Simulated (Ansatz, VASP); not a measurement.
# Al2Cu in VASP and in Ansatz

POSCAR

```
Al2Cu
1.0
    4.1051820000      0.0000000000      0.0000000000
    0.0000000000      4.1051820000      0.0000000000
    0.0000000000      0.0000000000      2.8913130000
Al Cu
2 1
Direct
    0.5000000000      0.0000000000      0.5000000000
    0.0000000000      0.5000000000      0.5000000000
    0.0000000000      0.0000000000      0.0000000000
```

The input INCAR.step1:

```
SYSTEM = Al2Cu
PREC = Accurate ; ENCUT = 520
ISMEAR = 0 ; SIGMA = 0.1
LREAL = .False. ; LASPH = .True.
NELM = 100 ; NBANDS = 16
GGA = PE ; ALGO = Normal
EDIFF = 1E-4 ; LWAVE = .True.
LCHARG = .False.
```

INCAR.step2

```
SYSTEM = Al2Cu
PREC = Accurate ; ENCUT = 520
EDIFF = 1E-7 ; ISMEAR = 0
SIGMA = 0.1 ; LREAL = .False.
LASPH = .True. ; NELM = 100
ALGO = Normal ; ISIF = 2
LWAVE = .False. ; LCHARG = .False.
METAGGA = R2SCAN ; LMIXTAU = .True.
NBANDS = 16 ; ISTART = 1
```

File KPOINTS:

```
regular mesh
0
Gamma
  1 1 1
  0 0 0
```

Input for Ansatz:

```yaml
crystal:
  lattice:
    - [4.105182, 0.0, 0.0]
    - [0.0, 4.105182, 0.0]
    - [0.0, 0.0, 2.891313]
  atoms:
    - { symbol: Al, position: [0.5, 0.0, 0.5] }
    - { symbol: Al, position: [0.0, 0.5, 0.5] }
    - { symbol: Cu, position: [0.0, 0.0, 0.0] }
basis:
  ecutwfc: 500
kpoints:
  mp_grid: { grid: [1, 1, 1] }
hamiltonian:
  xc: r2scan
scf:
  occupations: { method: gaussian, width: 0.1 }
output:
  forces: true
  stress: true
  eigenvalues: true
```

Alike in both runs: task single point; functional r2SCAN; k mesh 1 × 1 × 1; occupations gaussian, width 0.1 eV; no spin polarisation.

```csv
,VASP,Ansatz
version,VASP 6.6.1,Ansatz 0.2.0
potentials or method,"VASP PAW PBE potentials, release 64 (Al, Cu), cutoff 520 eV","scalar-relativistic, plane waves, PAW"
valence electrons in the cell,17,25
```

|  | VASP | Ansatz | Ansatz less VASP |
| --- | --- | --- | --- |
| pressure (GPa) | -1.1 | -0.8 | +0.30 |
| traceless stress, the component that is largest in VASP (GPa) | -100.61 | -100.56 | +0.052 |

VASP's potentials were made for PBE, not for r2SCAN. VASP's potentials hold 17 valence electrons a cell and Ansatz's 25, so a difference there can come from the potentials and not from the codes.

The k mesh is coarse, so the values compare programs but aren't converged.
